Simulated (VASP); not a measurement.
# Ca3Zr2N (P4/mmm) in VASP: further runs, part 2 of 2

VASP 6.6.1.

### Step 3. Single point, PBE

This run uses another cell than the first one, of 23.87 Å³/atom.

The input, INCAR:

```
SYSTEM = Ca3Zr2N
PREC = Accurate
ENCUT = 520
EDIFF = 1E-6
ISMEAR = 0
SIGMA = 0.1
LREAL = .False.
LASPH = .True.
NELM = 80
ALGO = Normal
ISIF = 2
LWAVE = .False.
LCHARG = .False.
GGA = PE
NBANDS = 38
```

The input, KPOINTS:

```
Automatic mesh
0
Gamma
  4 4 4
  0 0 0
```

The input, POSCAR:

```
Ca3Zr2N
1.0
    5.3375664100      0.0000000000      0.0000000000
    0.0000000000      5.3375664100      0.0000000000
    0.0000000000      0.0000000000      5.0263212500
Ca Zr N
3 2 1
Direct
    0.0000000000      0.0000000000      0.0000000000
    0.0000000000      0.5000000000      0.5000000000
    0.5000000000      0.0000000000      0.5000000000
    0.0000000000      0.0000000000      0.5000000000
    0.5000000000      0.5000000000      0.5000000000
    0.5000000000      0.5000000000      0.0000000000
```

Potentials or basis: VASP PAW PBE potentials, release 64 (Ca_sv, Zr_sv, N).

The run is started by

```sh
$ cat potpaw_PBE.64/Ca_sv/POTCAR potpaw_PBE.64/Zr_sv/POTCAR potpaw_PBE.64/N/POTCAR > POTCAR
$ mpirun -np 1 vasp_std > vasp.out
```

OUTCAR:

```text
SYSTEM = Ca3Zr2N
   PREC = Accurate
   ENCUT = 520
   EDIFF = 1E-6
   ISMEAR = 0
   LREAL = .False.
   LASPH = .True.
   NELM = 80
   ISIF = 2
   GGA = PE

 ion  position               nearest neighbor table
   1  0.000  0.000  0.000-   4 2.51   4 2.51
   2  0.000  0.500  0.500-   4 2.67   5 2.67   4 2.67   5 2.67
   3  0.500  0.000  0.500-   4 2.67   5 2.67   5 2.67   4 2.67
   4  0.000  0.000  0.500-   1 2.51   1 2.51   3 2.67   2 2.67   2 2.67   3 2.67   5 3.77   5 3.77
                             5 3.77   5 3.77
   5  0.500  0.500  0.500-   6 2.51   6 2.51   2 2.67   3 2.67   3 2.67   2 2.67   4 3.77   4 3.77
                             4 3.77   4 3.77
   6  0.500  0.500  0.000-   5 2.51   5 2.51

  LATTYP: Found a simple tetragonal cell.
 ALAT       =     5.3375664100
 C/A-ratio  =     0.9416878150

  Lattice vectors:

 A1 = (   5.3375664100,   0.0000000000,   0.0000000000)
 A2 = (   0.0000000000,   5.3375664100,   0.0000000000)
 A3 = (   0.0000000000,   0.0000000000,   5.0263212500)

Analysis of symmetry for initial positions (statically):
=====================================================================
 Subroutine PRICEL returns:
 Original cell was already a primitive cell.

 Routine SETGRP: Setting up the symmetry group for a
 simple tetragonal supercell.

 Subroutine GETGRP returns: Found 16 space group operations
 (whereof 16 operations were pure point group operations)
 out of a pool of 16 trial point group operations.

The static configuration has the point symmetry D_4h.

Analysis of symmetry for dynamics (positions and initial velocities):
=====================================================================
 Subroutine PRICEL returns:
 Original cell was already a primitive cell.

 Routine SETGRP: Setting up the symmetry group for a
 simple tetragonal supercell.

 Subroutine GETGRP returns: Found 16 space group operations
 (whereof 16 operations were pure point group operations)
 out of a pool of 16 trial point group operations.

The dynamic configuration has the point symmetry D_4h.

 Subroutine INISYM returns: Found 16 space group operations
 (whereof 16 operations are pure point group operations),
 and found     1 'primitive' translations

----------------------------------------------------------------------------------------

                                     Primitive cell

  volume of cell :     143.1980

  direct lattice vectors                    reciprocal lattice vectors
     5.337566410  0.000000000  0.000000000     0.187351299  0.000000000  0.000000000
     0.000000000  5.337566410  0.000000000     0.000000000  0.187351299  0.000000000
     0.000000000  0.000000000  5.026321250     0.000000000  0.000000000  0.198952663

  length of vectors
     5.337566410  5.337566410  5.026321250     0.187351299  0.187351299  0.198952663

  position of ions in fractional coordinates (direct lattice)
     0.000000000  0.000000000  0.000000000
     0.000000000  0.500000000  0.500000000
     0.500000000  0.000000000  0.500000000
     0.000000000  0.000000000  0.500000000
     0.500000000  0.500000000  0.500000000
     0.500000000  0.500000000  0.000000000

  ion indices of the primitive-cell ions
   primitive index   ion index
                 1           1
[... 21 lines left out ...]
  Length of vectors
     0.046837825  0.046837825  0.049738166

  Shift w.r.t. Gamma in fractional coordinates (k-lattice)
     0.000000000  0.000000000  0.000000000

 Subroutine IBZKPT returns following result:
 ===========================================

 Found     18 irreducible k-points:

 Following reciprocal coordinates:
            Coordinates               Weight
  0.000000  0.000000  0.000000      1.000000
  0.250000  0.000000  0.000000      4.000000
  0.500000  0.000000  0.000000      2.000000
  0.250000  0.250000  0.000000      4.000000
  0.500000  0.250000  0.000000      4.000000
  0.500000  0.500000  0.000000      1.000000
[... 10 lines left out ...]
  0.500000  0.250000  0.500000      4.000000
  0.500000  0.500000  0.500000      1.000000
   k-points           NKPTS =     18   k-points in BZ     NKDIM =     18   number of bands    NBANDS=     38
   number of dos      NEDOS =    301   number of ions     NIONS =      6
   total plane-waves  NPLWV =  64000
   dimension x,y,z NGX =    40 NGY =   40 NGZ =   40
   dimension x,y,z NGXF=    80 NGYF=   80 NGZF=   80
   ions per type =               3   2   1
   NGX,Y,Z   is equivalent  to a cutoff of  12.46, 12.46, 13.23 a.u.
   NGXF,Y,Z  is equivalent  to a cutoff of  24.92, 24.92, 26.46 a.u.
 SYSTEM =  Ca3Zr2N
   PREC   = accura    normal or accurate (medium, high low for compatibility)
   ISTART =      0    job   : 0-new  1-cont  2-samecut
   ICHARG =      2    charge: 1-file 2-atom 10-const
   ISPIN  =      1    spin polarized calculation?
   LNONCOLLINEAR =      F non collinear calculations
   LSORBIT =      F    spin-orbit coupling
   LASPH  =      T    aspherical Exc in radial PAW
   ENCUT  =  520.0 eV  38.22 Ry    6.18 a.u.   9.92  9.92  9.35*2*pi/ulx,y,z
   NELM   =     80;   NELMIN=  2; NELMDL= -5     # of ELM steps
   EDIFF  = 0.1E-05   stopping-criterion for ELM
   LREAL  =      F    real-space projection
[... 7 lines left out ...]
   TEBEG  =    0.0;   TEEND  =   0.0 temperature during run
   PSTRESS=    0.0 pullay stress
   NELECT =      59.0000    total number of electrons
   NUPDOWN=      -1.0000    fix difference up-down
   EMIN   =  10.00;   EMAX   =-10.00  energy-range for DOS
   EFERMI =   0.00;   METHOD = LEGACY
   ISMEAR =     0;   SIGMA  =   0.10  broadening in eV -4-tet -1-fermi 0-gaus
   EFERMI_NEDOS =   21; number of points for ismear=-14 and -15
   IALGO  =     38    algorithm
   IMIX   =      4    mixing-type and parameters
     AMIX     =   0.40;   BMIX     =  1.00
     AMIX_MAG =   1.60;   BMIX_MAG =  1.00
  volume/ion in A,a.u.               =      23.87       161.06
  Fermi-wavevector in a.u.,A,eV,Ry     =   1.218185  2.302036 20.190700  1.483975
  Thomas-Fermi vector in A             =   2.353480
   LORBIT       =      0    0 simple, 1 ext, 2 COOP (PROOUT), +10 PAW based schemes
   GGA     = PE    functional components
   LHFCALC =     F    Hartree Fock is set to
   AEXX    =    0.0000 exact exchange contribution
   IVDW    =     0    specifies the selected vdW correction
   LEPSILON=     F    determine dielectric tensor
   LRPA    =     F    only Hartree local field effects (RPA)
 non-spin polarized calculation
 Gauss-broadening in eV      SIGMA  =   0.10
  energy-cutoff  :      520.00
  volume of cell :      143.20
 maximum number of plane-waves:      3872
 NGX is ok and might be reduce to    40
   NGX = 19   NGY = 19   NGZ = 19

 number of electron      58.9999991 magnetization

 Free energy of the ion-electron system (eV)
  ---------------------------------------------------
  ext. energy  EPLUGINS =         0.00000000
  ---------------------------------------------------
  free energy    TOTEN  =       -20.61314019 eV

  energy without entropy =      -20.58295620  energy(sigma->0) =      -20.59804820

 E-fermi :   4.6242     XC(G=0):  -9.4880

 val. band max:        4.5984575774   @ k =   0.2500   0.2500   0.2500
 cond. band min:       4.6399599364   @ k =   0.5000   0.2500   0.2500
 fundamental gap:      0.0415023590
 Fermi energy:         4.6241690984

 k-point     1 :       0.0000    0.0000    0.0000
  band No.  band energies     occupation
      1     -44.4500      2.00000
      2     -43.4726      2.00000
      3     -36.0762      2.00000
      4     -35.7138      2.00000
      5     -35.7103      2.00000
      6     -22.7743      2.00000
[... 727 lines left out ...]
     37       7.2553      0.00000
     38       7.4036      0.00000

------------------------ aborting loop because EDIFF is reached ----------------------------------------

  FORCE on cell =-STRESS in cart. coord.  units (eV):
  Direction    XX          YY          ZZ          XY          YZ          ZX
  --------------------------------------------------------------------------------------
  -------------------------------------------------------------------------------------
  Total       14.5842504     14.5842504     -4.6062708      0.0000000     -0.0000000     -0.0000000
  in kB      163.1765957    163.1765957    -51.5374855      0.0000000     -0.0000000     -0.0000000
  external PRESSURE =      91.6052353 kB  Pullay stress =       0.0000000 kB

 VOLUME and BASIS-vectors are now :
 -----------------------------------------------------------------------------
  energy-cutoff  :      520.00
  volume of cell :      143.20
      direct lattice vectors                 reciprocal lattice vectors
     5.337566410  0.000000000  0.000000000     0.187351299  0.000000000  0.000000000
     0.000000000  5.337566410  0.000000000     0.000000000  0.187351299  0.000000000
     0.000000000  0.000000000  5.026321250     0.000000000  0.000000000  0.198952663

 POSITION                                       TOTAL-FORCE (eV/Angst)
 -----------------------------------------------------------------------------------
      0.00000      0.00000      0.00000         0.000000      0.000000      0.000000
      0.00000      2.66878      2.51316         0.000000      0.000000      0.000000
      2.66878      0.00000      2.51316         0.000000      0.000000      0.000000
      0.00000      0.00000      2.51316         0.000000      0.000000      0.000000
      2.66878      2.66878      2.51316         0.000000      0.000000      0.000000
      2.66878      2.66878      0.00000         0.000000      0.000000      0.000000
 -----------------------------------------------------------------------------------
    total drift:                                0.000000      0.000000     -0.000000

  FREE ENERGIE OF THE ION-ELECTRON SYSTEM (eV)
  ---------------------------------------------------
  free  energy   TOTEN  =       -20.6131401906 eV

  energy  without entropy=      -20.5829562046  energy(sigma->0) =      -20.59804820
```

OSZICAR:

```text
N       E                     dE             d eps       ncg     rms          rms(c)
DAV:   1     0.669222648702E+03    0.66922E+03   -0.29826E+04  1368   0.152E+03
DAV:   2     0.350989843735E+02   -0.63412E+03   -0.62253E+03  1422   0.463E+02
DAV:   3    -0.183658949051E+02   -0.53465E+02   -0.51554E+02  2272   0.104E+02
DAV:   4    -0.232131966317E+02   -0.48473E+01   -0.47701E+01  2192   0.274E+01
DAV:   5    -0.235069159727E+02   -0.29372E+00   -0.29310E+00  2030   0.562E+00    0.186E+01
DAV:   6    -0.241695472602E+02   -0.66263E+00   -0.46078E+01  1886   0.168E+01    0.149E+01
DAV:   7    -0.208154187592E+02    0.33541E+01   -0.19850E+01  1678   0.121E+01    0.761E+00
DAV:   8    -0.206133328903E+02    0.20209E+00   -0.16563E+00  1844   0.621E+00    0.138E+00
DAV:   9    -0.206123583402E+02    0.97455E-03   -0.25636E-01  2014   0.195E+00    0.847E-01
DAV:  10    -0.206133606994E+02   -0.10024E-02   -0.55041E-02  2058   0.779E-01    0.603E-01
DAV:  11    -0.206123282099E+02    0.10325E-02   -0.12369E-02  1944   0.461E-01    0.211E-01
DAV:  12    -0.206130457248E+02   -0.71751E-03   -0.16992E-03  1832   0.220E-01    0.612E-02
DAV:  13    -0.206131240819E+02   -0.78357E-04   -0.24884E-04  1956   0.671E-02    0.218E-02
DAV:  14    -0.206131395501E+02   -0.15468E-04   -0.34945E-05  1904   0.232E-02    0.990E-03
DAV:  15    -0.206131401906E+02   -0.64054E-06   -0.66433E-06  1660   0.114E-02
   1 F= -.20613140E+02 E0= -.20598048E+02  d E =-.301840E-01
```

stdout:

```text
POSCAR found type information on POSCAR CaZrN
 POSCAR found :  3 types and       6 ions
 scaLAPACK will be used
 LDA part: xc-table for (Slater+PW92), standard interpolation
 POSCAR, INCAR and KPOINTS ok, starting setup
 FFT: planning ... GRIDC
 FFT: planning ... GRID_SOFT
 FFT: planning ... GRID
 WAVECAR not read
 entering main loop
```

Run time: 2.8 min. Hardware: 1 thread of Oxide Virtual Turin-like, shared host; peak memory 0.25 GiB.

Results:

```
Free energy            : -20.6131 eV
Pressure               : 9.2 GPa
Band gap on the k mesh : zero (an odd number of electrons rules out a gap without spin polarisation)
```

Levels at points of the mesh, in eV from the Fermi level:
```csv
k point,band 25,band 26,band 27,band 28,band 29,band 30,band 31,band 32,band 33,band 34
"(0.00, 0.00, 0.00)",-1.60,-1.38,-1.24,-1.24,-0.79,-0.76,-0.52,0.42,0.57,0.57
"(0.50, 0.00, 0.00)",-1.49,-1.30,-0.97,-0.58,-0.49,-0.48,-0.20,0.04,0.48,0.59
"(0.50, 0.50, 0.00)",-1.46,-0.96,-0.96,-0.73,-0.29,0.95,0.95,1.43,1.43,1.60
"(0.00, 0.00, 0.50)",-2.29,-2.22,-0.74,-0.24,-0.23,-0.09,-0.09,0.61,1.73,1.73
"(0.50, 0.00, 0.50)",-1.23,-1.20,-0.97,-0.66,-0.49,-0.22,0.78,1.14,1.22,1.70
"(0.50, 0.50, 0.50)",-0.76,-0.41,-0.09,-0.09,0.15,0.72,0.72,1.41,1.63,2.11
```

Caveat: the stress differs along the axes, from -5 to 16 GPa.

### Step 4. Relaxation of cell and atoms, PBE

This run uses another cell than the first one, of 23.87 Å³/atom.

The input, INCAR:

```
  PREC = Accurate
  ENCUT = 600
  EDIFF = 1E-7
  ISMEAR = 0
  SIGMA = 0.1
  LREAL = False
  LASPH = True
  NELM = 100
  ALGO = Normal
  ISIF = 3
  LWAVE = False
  LCHARG = False
  GGA = PE
  IBRION = 2
  NSW = 90
  EDIFFG = -0.04
```

The input, KPOINTS:

```
regular mesh
0
Gamma
  4 4 4
```

POSCAR is that of step 3.

The run is started by

```sh
$ cat potpaw_PBE.64/Ca_sv/POTCAR potpaw_PBE.64/Zr_sv/POTCAR potpaw_PBE.64/N/POTCAR > POTCAR
$ mpirun -np 1 vasp_std > vasp.out
```

Run time: 25 min. Hardware: 1 thread of Oxide Virtual Turin-like, shared host; peak memory 0.33 GiB.

It converged, with:

```yaml
Free_energy: -23.1933 eV
Relaxed_volume: 31.54 Å³/atom
Relaxed_cell: a = 6.397 Å, b = 6.397 Å, c = 4.624 Å, α = 90.00°, β = 90.00°, γ = 90.00°
Space_group_after_relaxing_to_0.1_Å: P4/mmm (No. 123)
Energy_gained_by_relaxing: 429.5 meV/atom
Ionic_steps: 7
Pressure_after_relaxing: -0.1 GPa
Band_gap_on_the_k_mesh: zero (an odd number of electrons rules out a gap without spin polarisation)
```

Stress tensor (GPa, compression positive):
```
-0.12  0.00  0.00
 0.00 -0.12  0.00
 0.00  0.00  0.01
```

The path:
| step | energy change (eV) | largest force (eV/Å) | pressure (GPa) | volume (Å³) |
| --- | --- | --- | --- | --- |
| 1 | 0.0000 | 0.0000 | 9.16 | 143.20 |
| 2 | -2.2029 | 0.0000 | 1.33 | 172.12 |
| 3 | -2.5167 | 0.0000 | -0.53 | 186.52 |
| 4 | -2.5476 | 0.0000 | -0.93 | 191.62 |
| 5 | -2.5501 | 0.0000 | -1.04 | 193.11 |
| 6 | -2.5699 | 0.0000 | 0.47 | 187.35 |
| 7 | -2.5771 | 0.0000 | -0.08 | 189.23 |

Final structure:
```cif
data_structure
_symmetry_space_group_name_H-M 'P 1'
_symmetry_Int_Tables_number 1
_cell_length_a 6.3973
_cell_length_b 6.3973
_cell_length_c 4.6239
_cell_angle_alpha 90.000
_cell_angle_beta 90.000
_cell_angle_gamma 90.000
_cell_volume 189.23
loop_
_atom_site_label
_atom_site_type_symbol
_atom_site_fract_x
_atom_site_fract_y
_atom_site_fract_z
_atom_site_occupancy
Ca1 Ca 0.00000 0.00000 0.00000 1
Ca2 Ca 0.00000 0.50000 0.50000 1
Ca3 Ca 0.50000 0.00000 0.50000 1
Zr1 Zr 0.00000 0.00000 0.50000 1
Zr2 Zr 0.50000 0.50000 0.50000 1
N1 N 0.50000 0.50000 0.00000 1
```

Levels at points of the mesh, in eV from the Fermi level:
```
           k point  band 26  band 27  band 28  band 29  band 30  band 31  band 32  band 33
(0.00, 0.00, 0.00)    -1.13    -1.13    -0.98    -0.76    -0.30    -0.06    -0.06     1.09
(0.50, 0.00, 0.00)    -1.04    -0.68    -0.57    -0.41    -0.28     0.14     0.23     0.33
(0.50, 0.50, 0.00)    -0.96    -0.96    -0.79    -0.26     0.35     0.35     0.59     0.70
(0.00, 0.00, 0.50)    -0.85    -0.39    -0.30     0.10     0.17     0.17     0.19     1.11
(0.50, 0.00, 0.50)    -1.34    -0.21    -0.05     0.03     0.09     0.43     0.52     0.68
(0.50, 0.50, 0.50)    -0.65    -0.34    -0.34     0.06     0.47     0.47     0.80     1.10
```

Caveat: the volume moved by over 15 % at a fixed basis, so the end points are rough.

### Step 5. Single point, PBE

This run uses another cell than the first one, of 31.36 Å³/atom.

The input, INCAR:

```
  PREC = Accurate
  ENCUT = 520
  EDIFF = 1E-6
  ISMEAR = 0
  SIGMA = 0.1
  LREAL = False
  LASPH = True
  NELM = 100
  ALGO = Normal
  ISIF = 2
  LWAVE = False
  LCHARG = False
  GGA = PE
  NBANDS = 38
```

The input, KPOINTS:

```
Automatic mesh
0
Gamma
  6 6 8
```

Changes to POSCAR since step 4:

```diff
@@ -2,5 +2,5 @@
 1.0
-    5.3375664100      0.0000000000      0.0000000000
-    0.0000000000      5.3375664100      0.0000000000
-    0.0000000000      0.0000000000      5.0263212500
+    6.3881585526      0.0000000000      0.0000000000
+    0.0000000000      6.3881585526      0.0000000000
+    0.0000000000      0.0000000000      4.6111419437
 Ca Zr N
```

Potentials or basis: VASP PAW PBE potentials, release 64 (Ca_sv, Zr_sv, N).

The run is started by

```sh
$ cat potpaw_PBE.64/Ca_sv/POTCAR potpaw_PBE.64/Zr_sv/POTCAR potpaw_PBE.64/N/POTCAR > POTCAR
$ mpirun -np 1 vasp_std > vasp.out
```

OUTCAR:

```text
PREC = Accurate
   ENCUT = 520
   EDIFF = 1E-6
   ISMEAR = 0
   LREAL = False
   LASPH = True
   NELM = 100
   ISIF = 2
   GGA = PE

 ion  position               nearest neighbor table
   1  0.000  0.000  0.000-   4 2.31   4 2.31
   2  0.000  0.500  0.500-   4 3.19   5 3.19   4 3.19   5 3.19
   3  0.500  0.000  0.500-   4 3.19   5 3.19   5 3.19   4 3.19
   4  0.000  0.000  0.500-   1 2.31   1 2.31   3 3.19   2 3.19   2 3.19   3 3.19
   5  0.500  0.500  0.500-   6 2.31   6 2.31   2 3.19   3 3.19   3 3.19   2 3.19
   6  0.500  0.500  0.000-   5 2.31   5 2.31
[... 1192 lines left out ...]
  -------------------------------------------------------------------------------------
  Total        0.0261438      0.0261438      0.6660243      0.0000000     -0.0000000      0.0000000
  in kB        0.2225971      0.2225971      5.6707535      0.0000000     -0.0000000      0.0000000
  external PRESSURE =       2.0386492 kB  Pullay stress =       0.0000000 kB

 VOLUME and BASIS-vectors are now :
 -----------------------------------------------------------------------------
  energy-cutoff  :      520.00
  volume of cell :      188.17
      direct lattice vectors                 reciprocal lattice vectors
     6.388158553  0.000000000  0.000000000     0.156539634  0.000000000  0.000000000
     0.000000000  6.388158553  0.000000000     0.000000000  0.156539634  0.000000000
     0.000000000  0.000000000  4.611141944     0.000000000  0.000000000  0.216866020

 POSITION                                       TOTAL-FORCE (eV/Angst)
 -----------------------------------------------------------------------------------
      0.00000      0.00000      0.00000         0.000000      0.000000      0.000000
      0.00000      3.19408      2.30557         0.000000      0.000000      0.000000
      3.19408      0.00000      2.30557         0.000000      0.000000      0.000000
      0.00000      0.00000      2.30557         0.000000      0.000000      0.000000
      3.19408      3.19408      2.30557         0.000000      0.000000      0.000000
      3.19408      3.19408      0.00000         0.000000      0.000000      0.000000
 -----------------------------------------------------------------------------------
    total drift:                                0.000000      0.000000     -0.000000

  FREE ENERGIE OF THE ION-ELECTRON SYSTEM (eV)
  ---------------------------------------------------
  free  energy   TOTEN  =       -23.0920228366 eV

  energy  without entropy=      -23.0323745459  energy(sigma->0) =      -23.06219869
```

stdout:

```text
POSCAR found type information on POSCAR CaZrN
 POSCAR found :  3 types and       6 ions
 scaLAPACK will be used
 LDA part: xc-table for (Slater+PW92), standard interpolation
 POSCAR, INCAR and KPOINTS ok, starting setup
 FFT: planning ... GRIDC
 FFT: planning ... GRID_SOFT
 FFT: planning ... GRID
 WAVECAR not read
 entering main loop
```

Run time: 11 min. Hardware: 1 thread of Oxide Virtual Turin-like, shared host; peak memory 0.45 GiB.

What came out:

```yaml
Free_energy: -23.0920 eV
Pressure: 0.2 GPa
Band_gap_on_the_k_mesh: zero (an odd number of electrons rules out a gap without spin polarisation)
```

### Step 6. Summary

| task | cell | k mesh | cutoff (eV) | gap on the mesh (eV) | pressure (GPa) |
| --- | --- | --- | --- | --- | --- |
| single point | a = 6.369, b = 6.369, c = 4.609 Å, 6 atoms | 4 × 4 × 4 | 520 | none | 0.4 |
| single point | a = 5.338, b = 5.338, c = 5.026 Å, 6 atoms | 4 × 4 × 4 | 520 | none | 9.2 |
| relaxation of cell and atoms | relaxed from a = 5.338, b = 5.338, c = 5.026 Å, 6 atoms | 4 × 4 × 4 | 600 | none | -0.1 |
| single point | a = 6.388, b = 6.388, c = 4.611 Å, 6 atoms | 6 × 6 × 8 | 520 | none | 0.2 |

Alike in all rows: level PBE; potentials or basis VASP PAW PBE potentials, release 64 (Ca_sv, Zr_sv, N); no spin polarisation; smearing gaussian 0.1 eV.

Caveats: the stress differs along the axes, from -5 to 16 GPa (at least some runs); the volume moved by over 15 % at a fixed basis, so the end points are rough (at least some runs).

Absolute energies hang on the potentials; compare differences alone.

The gap in the log of VASP goes by the Fermi energy; the results here count the filled bands.